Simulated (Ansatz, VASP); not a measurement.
**SrTiO3: VASP beside Ansatz**

```
CELL_PARAMETERS angstrom
3.90685 0.00000 0.00000
0.00000 3.90685 0.00000
0.00000 0.00000 3.90685
ATOMIC_POSITIONS crystal
Sr 0.00000 0.00000 0.00000
Ti 0.50000 0.50000 0.50000
O 0.50000 0.00000 0.50000
O 0.50000 0.50000 0.00000
O 0.00000 0.50000 0.50000
```

Alike in both runs: task single point; functional HSE06; k mesh 4 × 4 × 4; no spin polarisation.

|  | VASP | Ansatz |
| --- | --- | --- |
| version | VASP 6.6.1 | Ansatz 0.2.0 |
| potentials or method | VASP PAW PBE potentials, release 64 (Sr_sv, Ti_sv, O) | plane waves, PAW |
| plane-wave cutoff (eV) | 520 | 420 |
| occupations | gaussian, width 0.01 eV | fixed |
| valence electrons in the cell | 40 | 40 |

VASP gave:

* gap on the k mesh at the Fermi level (eV): 3.28
* pressure (GPa): -1.1

Problem. Estimate Ansatz's values.

Solution. gap on the k mesh at the Fermi level (eV): 3.32; pressure (GPa): -1.7.

Ansatz's warnings: stress exchange threshold loose, stress scf threshold loose.
